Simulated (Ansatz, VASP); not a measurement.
## Two plane-wave programs on LaC

```
La C
1.0
     3.76155    0.00000    0.00000
    -1.88077    3.25759    0.00000
     0.00000    0.00000    3.21206
La C
1 1
Direct
  0.00000 0.00000 0.00000
  0.66667 0.33333 0.50000
```

Alike in both runs: task single point; functional PBEsol; k mesh 10 × 10 × 10; occupations gaussian, width 0.05 eV; no spin polarisation.

```csv
,VASP,Ansatz
version,VASP 6.6.1,Ansatz 0.2.0
potentials or method,"VASP PAW PBE potentials, release 64 (La, C), cutoff 520 eV","scalar-relativistic, plane waves, PAW"
valence electrons in the cell,15,15
```

Ansatz gave:

* gap on the k mesh at the Fermi level (eV): none
* pressure (GPa): -3.8
* traceless stress, the component that is largest in VASP (GPa): -0.58

**Question.** Estimate VASP's values.

**Answer.** gap on the k mesh at the Fermi level (eV): none; pressure (GPa): -3.8; traceless stress, the component that is largest in VASP (GPa): -0.56.

VASP's potentials were made for PBE, not for PBEsol. A gap of «none» marks a metal or a gap that the smearing closes.

Spin-orbit coupling is off throughout.
